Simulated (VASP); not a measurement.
A run of VASP 6.6.1 is set up as follows.

Contents of POSCAR:

```
Ti
1.0
    4.5680217062      0.0000000000      0.0000000000
   -2.2840108531      3.9560228426      0.0000000000
    0.0000000000      0.0000000000      2.8245629368
Ti
3
Direct
    0.0000000000      0.0000000000      0.0000000000
    0.3333333333      0.6666666667      0.5000000000
    0.6666666667      0.3333333333      0.5000000000
```

INCAR.step1

```
  PREC = Accurate
  ENCUT = 520
  ISMEAR = 0
  SIGMA = 0.15
  LREAL = False
  LASPH = True
  NELM = 80
  NBANDS = 25
  GGA = PE
  ALGO = Normal
  EDIFF = 1E-4
  LWAVE = True
  LCHARG = False
```

The input INCAR.step2:

```
  PREC = Accurate
  ENCUT = 520
  EDIFF = 1E-6
  ISMEAR = 0
  SIGMA = 0.15
  LREAL = False
  LASPH = True
  NELM = 80
  ALGO = Normal
  ISIF = 2
  LWAVE = False
  LCHARG = True
  METAGGA = R2SCAN
  LMIXTAU = True
  LELF = True
  LVHAR = True
  NBANDS = 25
  ISTART = 1
```

The input KPOINTS:

```
regular mesh
0
Gamma
  12 12 16
```

Potentials or basis: VASP PAW PBE potentials, release 64 (Ti_sv).

Command:

```console
$ cat potpaw_PBE.64/Ti_sv/POTCAR > POTCAR
$ cp INCAR.step1 INCAR
$ mpirun -np 1 vasp_std > vasp.out
$ cp INCAR.step2 INCAR
$ mpirun -np 1 vasp_std > vasp.out
```

(1) What does it give for the pressure?

(2) What does it give for the band gap on the k mesh?

Results:

(1) 0.4 GPa.

(2) zero (bands 18 and 19 overlap by 0.29 eV).

Caveat: the PAW data sets were made with another functional, which shifts forces and pressure a little.
